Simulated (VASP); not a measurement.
# C in VASP: further runs

C is run at these levels: RPBE, revPBE, r2SCAN; tasks: single point.

Everything below comes from runs of VASP 6.6.1. Logs are shortened: lines on timing, memory, paths and dates and some standing lists are left out, and cuts for length are marked.

## Step 1: The cell of the first run

The cell holds a slab with vacuum, 8 atoms: a = 2.470 Å, b = 2.470 Å, c = 25.219 Å, α = 90.00°, β = 90.00°, γ = 120.00°.

## Step 2: Single point, RPBE

INCAR

```
SYSTEM = C
  PREC = Accurate
  ENCUT = 520
  EDIFF = 1E-6
  ISMEAR = -1
  SIGMA = 0.05
  LREAL = .False.
  LASPH = .True.
  NELM = 100
  ALGO = Normal
  ISIF = 2
  LWAVE = .False.
  LCHARG = .False.
  LDIPOL = .True.
  IDIPOL = 3
  DIPOL = 0.5 0.5 0.500
  GGA = RP
  NBANDS = 26
```

KPOINTS

```
Automatic mesh
0
Gamma
  12 12 1
  0 0 0
```

POSCAR

```
C
1.0
    2.4699988104      0.0000000000      0.0000000000
   -1.2349994052      2.1390817171      0.0000000000
    0.0000000000      0.0000000000     25.2189500000
C
8
Direct
    0.0000000000      0.0000000000      0.2973954110
    0.6666666667      0.3333333334      0.2987416209
    0.0000000000      0.0000000000      0.4320164004
    0.3333333333      0.6666666666      0.4333626103
    0.0000000000      0.0000000000      0.5666373897
    0.6666666667      0.3333333334      0.5679835996
    0.0000000000      0.0000000000      0.7012583791
    0.3333333333      0.6666666666      0.7026045890
```

Potentials or basis: VASP PAW PBE potentials, release 64 (C).

The run is started by

```sh
$ cat potpaw_PBE.64/C/POTCAR > POTCAR
$ mpirun -np 1 vasp_std > vasp.out
```

OUTCAR:

```text
SYSTEM = C
   PREC = Accurate
   ENCUT = 520
   EDIFF = 1E-6
   ISMEAR = -1
   LREAL = .False.
   LASPH = .True.
   NELM = 100
   ISIF = 2
   GGA = RP

 ion  position               nearest neighbor table
   1  0.000  0.000  0.297-   2 1.43   2 1.43   2 1.43
   2  0.667  0.333  0.299-   1 1.43   1 1.43   1 1.43
   3  0.000  0.000  0.432-   4 1.43   4 1.43   4 1.43
   4  0.333  0.667  0.433-   3 1.43   3 1.43   3 1.43
   5  0.000  0.000  0.567-   6 1.43   6 1.43   6 1.43
   6  0.667  0.333  0.568-   5 1.43   5 1.43   5 1.43
   7  0.000  0.000  0.701-   8 1.43   8 1.43   8 1.43
   8  0.333  0.667  0.703-   7 1.43   7 1.43   7 1.43

  LATTYP: Found a hexagonal cell.
 ALAT       =     2.4699988104
 C/A-ratio  =    10.2101061320

  Lattice vectors:

 A1 = (   2.4699988104,   0.0000000000,   0.0000000000)
 A2 = (  -1.2349994052,   2.1390817171,   0.0000000000)
 A3 = (   0.0000000000,   0.0000000000,  25.2189500000)

Analysis of symmetry for initial positions (statically):
=====================================================================
 Subroutine PRICEL returns:
 Original cell was already a primitive cell.

 Routine SETGRP: Setting up the symmetry group for a
 hexagonal supercell.

 Subroutine GETGRP returns: Found  6 space group operations
 (whereof  6 operations were pure point group operations)
 out of a pool of 24 trial point group operations.

The static configuration has the point symmetry C_3v.

Analysis of symmetry for dynamics (positions and initial velocities):
=====================================================================
 Subroutine PRICEL returns:
 Original cell was already a primitive cell.

 Routine SETGRP: Setting up the symmetry group for a
 hexagonal supercell.

 Subroutine GETGRP returns: Found  6 space group operations
 (whereof  6 operations were pure point group operations)
 out of a pool of 24 trial point group operations.

The dynamic configuration has the point symmetry C_3v.

 Subroutine INISYM returns: Found  6 space group operations
 (whereof  6 operations are pure point group operations),
 and found     1 'primitive' translations

----------------------------------------------------------------------------------------

                                     Primitive cell

  volume of cell :     133.2451

  direct lattice vectors                    reciprocal lattice vectors
     2.469998810  0.000000000  0.000000000     0.404858495  0.233745161  0.000000000
    -1.234999405  2.139081717  0.000000000     0.000000000  0.467490322  0.000000000
     0.000000000  0.000000000 25.218950000     0.000000000  0.000000000  0.039652721

  length of vectors
     2.469998810  2.469998810 25.218950000     0.467490322  0.467490322  0.039652721

  position of ions in fractional coordinates (direct lattice)
     0.000000000  0.000000000  0.297395411
     0.666666667  0.333333333  0.298741621
     0.000000000  0.000000000  0.432016400
     0.333333333  0.666666667  0.433362610
     0.000000000  0.000000000  0.566637390
     0.666666667  0.333333333  0.567983600
     0.000000000  0.000000000  0.701258379
     0.333333333  0.666666667  0.702604589

  ion indices of the primitive-cell ions
   primitive index   ion index
                 1           1
                 2           2
                 3           3
                 4           4
                 5           5
                 6           6
                 7           7
                 8           8

----------------------------------------------------------------------------------------

 KPOINTS: Automatic mesh

Automatic generation of k-mesh.
 Grid dimensions read from file:
 generate k-points for:   12   12    1

 Generating k-lattice:

  Cartesian coordinates                     Fractional coordinates (reciprocal lattice)
     0.033738208  0.019478763  0.000000000     0.083333333  0.000000000  0.000000000
     0.000000000  0.038957527  0.000000000     0.000000000  0.083333333  0.000000000
     0.000000000  0.000000000  0.039652721     0.000000000  0.000000000  1.000000000

  Length of vectors
     0.038957527  0.038957527  0.039652721

  Shift w.r.t. Gamma in fractional coordinates (k-lattice)
     0.000000000  0.000000000  0.000000000

 Subroutine IBZKPT returns following result:
 ===========================================

 Found     19 irreducible k-points:

 Following reciprocal coordinates:
            Coordinates               Weight
  0.000000  0.000000  0.000000      1.000000
  0.083333 -0.000000  0.000000      6.000000
  0.166667 -0.000000  0.000000      6.000000
  0.250000 -0.000000  0.000000      6.000000
  0.333333 -0.000000  0.000000      6.000000
  0.416667 -0.000000  0.000000      6.000000
[... 11 lines left out ...]
  0.333333  0.250000  0.000000     12.000000
  0.333333  0.333333  0.000000      2.000000
   k-points           NKPTS =     19   k-points in BZ     NKDIM =     19   number of bands    NBANDS=     26
   number of dos      NEDOS =    301   number of ions     NIONS =      8
   total plane-waves  NPLWV =  62208
   dimension x,y,z NGX =    18 NGY =   18 NGZ =  192
   dimension x,y,z NGXF=    36 NGYF=   36 NGZF=  384
   ions per type =               8
   NGX,Y,Z   is equivalent  to a cutoff of  12.12, 12.12, 12.66 a.u.
   NGXF,Y,Z  is equivalent  to a cutoff of  24.23, 24.23, 25.31 a.u.
 SYSTEM =  C
   PREC   = accura    normal or accurate (medium, high low for compatibility)
   ISTART =      0    job   : 0-new  1-cont  2-samecut
   ICHARG =      2    charge: 1-file 2-atom 10-const
   ISPIN  =      1    spin polarized calculation?
   LNONCOLLINEAR =      F non collinear calculations
   LSORBIT =      F    spin-orbit coupling
   LASPH  =      T    aspherical Exc in radial PAW
   ENCUT  =  520.0 eV  38.22 Ry    6.18 a.u.   4.59  4.59 46.89*2*pi/ulx,y,z
   NELM   =    100;   NELMIN=  2; NELMDL= -5     # of ELM steps
   EDIFF  = 0.1E-05   stopping-criterion for ELM
   LREAL  =      F    real-space projection
   EDIFFG = 0.1E-04   stopping-criterion for IOM
   NSW    =      0    number of steps for IOM
   IBRION =     -1    ionic relax: 0-MD 1-quasi-New 2-CG
   NFREE  =      0    steps in history (QN), initial steepest desc. (CG)
   ISIF   =      2    stress and relaxation
   ISYM   =      2    0-nonsym 1-usesym 2-fastsym
   POTIM  = 0.5000    time-step for ionic-motion
   TEBEG  =    0.0;   TEEND  =   0.0 temperature during run
   PSTRESS=    0.0 pullay stress
   NELECT =      32.0000    total number of electrons
   NUPDOWN=      -1.0000    fix difference up-down
   EMIN   =  10.00;   EMAX   =-10.00  energy-range for DOS
   EFERMI =   0.00;   METHOD = LEGACY
   ISMEAR =    -1;   SIGMA  =   0.05  broadening in eV -4-tet -1-fermi 0-gaus
   EFERMI_NEDOS =   21; number of points for ismear=-14 and -15
   IALGO  =     38    algorithm
   IMIX   =      4    mixing-type and parameters
     AMIX     =   0.40;   BMIX     =  1.00
     AMIX_MAG =   1.60;   BMIX_MAG =  1.00
  volume/ion in A,a.u.               =      16.66       112.40
  Fermi-wavevector in a.u.,A,eV,Ry     =   1.017594  1.922973 14.088794  1.035497
  Thomas-Fermi vector in A             =   2.151004
   LORBIT       =      0    0 simple, 1 ext, 2 COOP (PROOUT), +10 PAW based schemes
   GGA     = RP    functional components
   LHFCALC =     F    Hartree Fock is set to
   AEXX    =    0.0000 exact exchange contribution
   IVDW    =     0    specifies the selected vdW correction
   LEPSILON=     F    determine dielectric tensor
   LRPA    =     F    only Hartree local field effects (RPA)
 non-spin polarized calculation
  energy-cutoff  :      520.00
  volume of cell :      133.25
 maximum number of plane-waves:      3630
   NGX =  9   NGY =  9   NGZ = 93

 dipolmoment           0.000000      0.000000     -0.000002 electrons x Angstroem

 number of electron      31.9999990 magnetization

 dipolmoment           0.000000      0.000000      0.000130 electrons x Angstroem

 Free energy of the ion-electron system (eV)
  ---------------------------------------------------
  ext. energy  EPLUGINS =         0.00000000
  ---------------------------------------------------
  free energy    TOTEN  =       -70.31460565 eV

  energy without entropy =      -70.31047665  energy(sigma->0) =      -70.31254115

 E-fermi :   0.5821     XC(G=0):  -5.7415

 val. band max:        0.5747133932   @ k =   0.3333   0.3333   0.0000
 cond. band min:       0.5876302094   @ k =   0.3333   0.3333   0.0000
 fundamental gap:      0.0129168162
 Fermi energy:         0.5821093067

 k-point     1 :       0.0000    0.0000    0.0000
  band No.  band energies     occupation
      1     -19.0636      2.00000
      2     -19.0016      2.00000
      3     -18.9195      2.00000
      4     -18.8490      2.00000
      5      -7.6524      2.00000
      6      -7.2474      2.00000
[... 18 lines left out ...]
     25       8.8920      0.00000
     26       8.9051      0.00000

 k-point     2 :       0.0833   -0.0000    0.0000
  band No.  band energies     occupation
      1     -18.8984      2.00000
      2     -18.8371      2.00000
      3     -18.7558      2.00000
      4     -18.6860      2.00000
      5      -7.4538      2.00000
      6      -7.0512      2.00000
[... 18 lines left out ...]
     25       8.9568      0.00000
     26       8.9909      0.00000

 k-point     3 :       0.1667   -0.0000    0.0000
  band No.  band energies     occupation
      1     -18.4047      2.00000
      2     -18.3453      2.00000
      3     -18.2665      2.00000
      4     -18.1987      2.00000
      5      -6.8628      2.00000
      6      -6.4680      2.00000
[... 427 lines left out ...]
 k-point    18 :       0.3333    0.2500    0.0000
  band No.  band energies     occupation
      1     -13.3227      2.00000
      2     -13.2869      2.00000
      3     -13.2376      2.00000
      4     -13.1942      2.00000
      5     -11.4240      2.00000
      6     -11.4017      2.00000
[... 18 lines left out ...]
     25      11.9670      0.00000
     26      12.4559      0.00000

 k-point    19 :       0.3333    0.3333    0.0000
  band No.  band energies     occupation
      1     -12.1165      2.00000
      2     -12.0781      2.00000
      3     -12.0528      2.00000
      4     -12.0504      2.00000
      5     -12.0430      2.00000
      6     -12.0424      2.00000
[... 18 lines left out ...]
     25      13.0533      0.00000
     26      13.4324      0.00000

------------------------ aborting loop because EDIFF is reached ----------------------------------------

 vacuum level on the upper side and lower side of the slab       (xc-potential included)        -0.199        -0.203

  FORCE on cell =-STRESS in cart. coord.  units (eV):
  Direction    XX          YY          ZZ          XY          YZ          ZX
  --------------------------------------------------------------------------------------
  -------------------------------------------------------------------------------------
  Total        1.6257798      1.6257798      1.6024893      0.0000000      0.0000000     -0.0000000
  in kB       19.5488484     19.5488484     19.2687966      0.0000000      0.0000000     -0.0000000
  external PRESSURE =      19.4554978 kB  Pullay stress =       0.0000000 kB

 VOLUME and BASIS-vectors are now :
 -----------------------------------------------------------------------------
  energy-cutoff  :      520.00
  volume of cell :      133.25
      direct lattice vectors                 reciprocal lattice vectors
     2.469998810  0.000000000  0.000000000     0.404858495  0.233745161  0.000000000
    -1.234999405  2.139081717  0.000000000     0.000000000  0.467490322  0.000000000
     0.000000000  0.000000000 25.218950000     0.000000000  0.000000000  0.039652721

 POSITION                                       TOTAL-FORCE (eV/Angst)
 -----------------------------------------------------------------------------------
      0.00000      0.00000      7.50000        -0.000000     -0.000000      0.481196
      1.23500      0.71303      7.53395         0.000000     -0.000000     -0.648210
      0.00000      0.00000     10.89500         0.000000     -0.000000      0.548398
     -0.00000      1.42605     10.92895         0.000000     -0.000000     -0.554767
      0.00000      0.00000     14.29000        -0.000000     -0.000000      0.562797
      1.23500      0.71303     14.32395        -0.000000      0.000000     -0.556444
      0.00000      0.00000     17.68500         0.000000     -0.000000      0.627036
     -0.00000      1.42605     17.71895         0.000000     -0.000000     -0.460006
 -----------------------------------------------------------------------------------
    total drift:                                0.000000     -0.000000     -0.000016

  FREE ENERGIE OF THE ION-ELECTRON SYSTEM (eV)
  ---------------------------------------------------
  free  energy   TOTEN  =       -70.3146056484 eV

  energy  without entropy=      -70.3104766465  energy(sigma->0) =      -70.31254115

 vacuum level on the upper side and lower side of the slab         4.625         4.621
```

Wall time 80 s (1 thread of Intel Xeon Platinum 8259CL at 2.50GHz (Skylake/Cascade Lake), shared host); peak memory 0.24 GiB.

What came out:

```yaml
Free_energy: -70.3146 eV
Largest_force: 0.648 eV/Å
```

Forces on the atoms (eV/Å):
```
C    0.000  0.000  0.481
C    0.000  0.000 -0.648
C    0.000  0.000  0.548
C    0.000  0.000 -0.555
C    0.000  0.000  0.563
C    0.000  0.000 -0.556
C    0.000  0.000  0.627
C    0.000  0.000 -0.460
```

Caveat: the PAW data sets were made with another functional, which shifts forces and pressure a little.

## Step 3: Single point, revPBE

INCAR

```
SYSTEM = C
ALGO = Normal
DIPOL = 0.5 0.5 0.500
EDIFF = 1E-6
ENCUT = 520
GGA = RE
IDIPOL = 3
ISIF = 2
ISMEAR = -1
LASPH = .True.
LCHARG = .False.
LDIPOL = .True.
LREAL = .False.
LWAVE = .False.
NBANDS = 26
NELM = 100
PREC = Accurate
SIGMA = 0.05
```

KPOINTS

```
k-points
0
Gamma
  12 12 1
  0 0 0
```

POSCAR is that of step 2.

Potentials or basis: VASP PAW PBE potentials, release 64 (C).

The run is started by

```sh
$ cat potpaw_PBE.64/C/POTCAR > POTCAR
$ mpirun -np 1 vasp_std > vasp.out
```

Wall time 79 s (1 thread of Intel Xeon Platinum 8259CL at 2.50GHz (Skylake/Cascade Lake), shared host); peak memory 0.24 GiB.

The run converged. Its results:

```yaml
Free_energy: -70.7867 eV
Largest_force: 0.643 eV/Å
```

Forces on the atoms (eV/Å):
```
C    0.000  0.000  0.493
C    0.000  0.000 -0.643
C    0.000  0.000  0.551
C    0.000  0.000 -0.557
C    0.000  0.000  0.565
C    0.000  0.000 -0.559
C    0.000  0.000  0.622
C    0.000  0.000 -0.472
```

Caveat: the PAW data sets were made with another functional, which shifts forces and pressure a little.

## Step 4: Single point, r2SCAN

POSCAR is that of step 3.

INCAR.step1

```
SYSTEM = C
PREC     = Accurate       ! precision mode
ENCUT    = 520            ! plane-wave cutoff, eV
ISMEAR   = -1             ! smearing method
SIGMA    = 0.05           ! smearing width, eV
LREAL    = .FALSE.        ! projectors in reciprocal space
LASPH    = .TRUE.         ! aspherical terms in the spheres
NELM     = 80             ! most SCF steps
LDIPOL   = .TRUE.       
IDIPOL   = 3            
DIPOL    = 0.5 0.5 0.500
NBANDS   = 26             ! bands
GGA      = PE             ! functional
ALGO     = Normal         ! electronic algorithm
EDIFF    = 1E-4           ! SCF threshold, eV
LWAVE    = .TRUE.         ! write WAVECAR
LCHARG   = .FALSE.        ! write CHGCAR
```

INCAR.step2

```
SYSTEM = C
PREC     = Accurate       ! precision mode
ENCUT    = 520            ! plane-wave cutoff, eV
EDIFF    = 1E-7           ! SCF threshold, eV
ISMEAR   = -1             ! smearing method
SIGMA    = 0.05           ! smearing width, eV
LREAL    = .FALSE.        ! projectors in reciprocal space
LASPH    = .TRUE.         ! aspherical terms in the spheres
NELM     = 80             ! most SCF steps
ALGO     = Normal         ! electronic algorithm
ISIF     = 2              ! what is computed and relaxed
LWAVE    = .FALSE.        ! write WAVECAR
LCHARG   = .TRUE.         ! write CHGCAR
LDIPOL   = .TRUE.       
IDIPOL   = 3            
DIPOL    = 0.5 0.5 0.500
METAGGA  = R2SCAN         ! meta-GGA
LMIXTAU  = .TRUE.       
LELF     = .TRUE.         ! ELF
LVHAR    = .TRUE.       
LVACPOTAV= .TRUE.       
NBANDS   = 26             ! bands
ISTART   = 1
```

KPOINTS

```
regular mesh
0
G
  12 12 1
  0 0 0
```

The run is started by

```sh
$ cat potpaw_PBE.64/C/POTCAR > POTCAR
$ cp INCAR.step1 INCAR
$ mpirun -np 1 vasp_std > vasp.out
$ cp INCAR.step2 INCAR
$ mpirun -np 1 vasp_std > vasp.out
```

It took 5.8 min on 1 thread of Intel Xeon Platinum 8259CL at 2.50GHz (Skylake/Cascade Lake), shared host; peak memory 0.25 GiB.

It converged, with:

```
Free energy   : -79.4014 eV
Largest force : 0.612 eV/Å
```

Forces on the atoms (eV/Å):
```
C    0.000  0.000  0.581
C    0.000  0.000 -0.612
C    0.000  0.000  0.579
C    0.000  0.000 -0.586
C    0.000  0.000  0.595
C    0.000  0.000 -0.588
C    0.000  0.000  0.596
C    0.000  0.000 -0.566
```

Caveat: the PAW data sets were made with another functional, which shifts forces and pressure a little.

## Step 5: Summary

```tsv
level	largest force (eV/Å)
RPBE	0.65
revPBE	0.64
r2SCAN	0.61
```

Alike in all rows: task single point; potentials or basis VASP PAW PBE potentials, release 64 (C); no spin polarisation; cell as given; k mesh 12 × 12 × 1; cutoff (eV) 520; smearing fermi-dirac 0.05 eV.

Caveats: the PAW data sets were made with another functional, which shifts forces and pressure a little.

Total energies depend on the potentials used, so only differences within one code and one set of settings carry meaning.
